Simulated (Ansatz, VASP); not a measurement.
Given: the input of a run of VASP 6.6.1 on AlSn.

INCAR

```
SYSTEM = AlSn
  PREC = Accurate
  ENCUT = 520
  EDIFF = 1E-7
  ISMEAR = -1
  SIGMA = 0.05
  LREAL = .FALSE.
  LASPH = .TRUE.
  NELM = 80
  ALGO = Normal
  ISIF = 2
  LWAVE = .FALSE.
  LCHARG = .FALSE.
  GGA = CA
  NBANDS = 16
```

Contents of KPOINTS:

```
Automatic mesh
0
G
  7 7 8
  0 0 0
```

File POSCAR:

```
AlSn
1.0
    4.2804423157      0.0000000000      0.0000000000
   -2.1402211578      3.7069717847      0.0000000000
    0.0000000000      0.0000000000      3.3717036030
Sn Al
1 1
Direct
    0.3333333333      0.6666666667      0.5000000000
    0.0000000000      0.0000000000      0.0000000000
```

Potentials or basis: VASP PAW LDA potentials, release 64 (Sn_d, Al).

Run with:

```bash
$ cat potpaw_LDA.64/Sn_d/POTCAR potpaw_LDA.64/Al/POTCAR > POTCAR
$ mpirun -np 1 vasp_std > vasp.out
```

Task: Translate it to Ansatz 0.2.0. Potentials there: all-electron LAPW, scalar-relativistic.

Result: As run (the cutoff follows the program's own potentials):

The input input.yaml:

```yaml
crystal:
  lattice:
    - [4.2804423157, 0.0, 0.0]
    - [-2.1402211578, 3.7069717847, 0.0]
    - [0.0, 0.0, 3.371703603]
  atoms:
    - { symbol: Sn, position: [0.3333333333, 0.6666666667, 0.5] }
    - { symbol: Al, position: [0.0, 0.0, 0.0] }
kpoints:
  mp_grid: { grid: [7, 7, 8] }
scf:
  occupations: { method: fermi_dirac, width: 0.05 }
hamiltonian:
  xc: lda
  pseudopotentials: { kind: all_electron, lapw: { basis_error: 0.001 } }
output:
  forces: true
  stress: true
  eigenvalues: true
```

Potentials or basis: all-electron LAPW, scalar-relativistic.

Command:

```sh
$ ansatz run input.yaml --threads 1 --pin off --max-ram 3072MiB --backend cpu --events-out ev --progress --plain --runs-dir out
```

Both were run:

|  | VASP | Ansatz | Ansatz less VASP |
| --- | --- | --- | --- |
| gap on the k mesh at the Fermi level (eV) | none | none | - |
| pressure (GPa) | -5.2 | -5.2 | +0.03 |
| traceless stress, the component that is largest in VASP (GPa) | -0.53 | -0.54 | -0.010 |

LDA's correlation is that of Perdew and Zunger in VASP and of Perdew and Wang (1992) in Ansatz. A gap of «none» marks a metal or a gap that the smearing closes. Ansatz ran all-electron here, and VASP with PAW potentials.
